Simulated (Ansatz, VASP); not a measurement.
**Two plane-wave programs on GaN**

File INCAR:

```
SYSTEM = GaN
  PREC = Accurate
  ENCUT = 600
  EDIFF = 1E-6
  ISMEAR = 0
  SIGMA = 0.02
  LREAL = .FALSE.
  LASPH = .TRUE.
  NELM = 80
  ALGO = Normal
  ISIF = 3
  LWAVE = .FALSE.
  LCHARG = .FALSE.
  GGA = PE
  IBRION = 2
  NSW = 100
  EDIFFG = -0.005
```

Contents of KPOINTS:

```
regular mesh
0
G
  12 12 6
  0 0 0
```

Contents of POSCAR:

```
GaN
1.0
    3.2138309503      0.0000000000      0.0000000000
   -1.6069154751      2.7832592464      0.0000000000
    0.0000000000      0.0000000000      5.1519525119
Ga N
2 2
Direct
    0.3333333333      0.6666666667     -0.0007713538
    0.6666666667      0.3333333333      0.4992286462
    0.3333333333      0.6666666667      0.3807713538
    0.6666666667      0.3333333333      0.8807713538
```

Input for Ansatz:

```yaml
crystal:
  lattice:
    - [3.2138309503, 0.0, 0.0]
    - [-1.6069154751, 2.7832592464, 0.0]
    - [0.0, 0.0, 5.1519525119]
  atoms:
    - { symbol: Ga, position: [0.3333333333, 0.6666666667, -0.0007713538] }
    - { symbol: Ga, position: [0.6666666667, 0.3333333333, 0.4992286462] }
    - { symbol: "N", position: [0.3333333333, 0.6666666667, 0.3807713538] }
    - { symbol: "N", position: [0.6666666667, 0.3333333333, 0.8807713538] }
basis:
  ecutwfc: 420
kpoints:
  mp_grid: { grid: [12, 12, 6] }
hamiltonian:
  xc: pbe
scf:
  occupations: { method: gaussian, width: 0.02 }
output:
  forces: true
  stress: true
  eigenvalues: true
relax:
  adjacent_minimum: "off"
  f_tol: 0.005
  max_steps: 80
  cell: { stress_tol: 0.05 }
```

Alike in both runs: task relaxation of cell and atoms; functional PBE; k mesh 12 × 12 × 6; occupations gaussian, width 0.02 eV; no spin polarisation.

|  | VASP | Ansatz |
| --- | --- | --- |
| version | VASP 6.6.1 | Ansatz 0.2.0 |
| potentials or method | VASP PAW PBE potentials, release 64 (Ga_d, N), cutoff 600 eV | scalar-relativistic, plane waves, PAW |
| valence electrons in the cell | 36 | 36 |

```csv
,VASP,Ansatz,Ansatz less VASP
"gap on the k mesh at the Fermi level, each at its own relaxed structure (eV)",1.72,1.71,-0.006
relaxed volume (Å³/atom),11.76,11.76,+0.001
relaxed cell length with the largest relative difference (Å),3.218,3.218,+0.0002
```
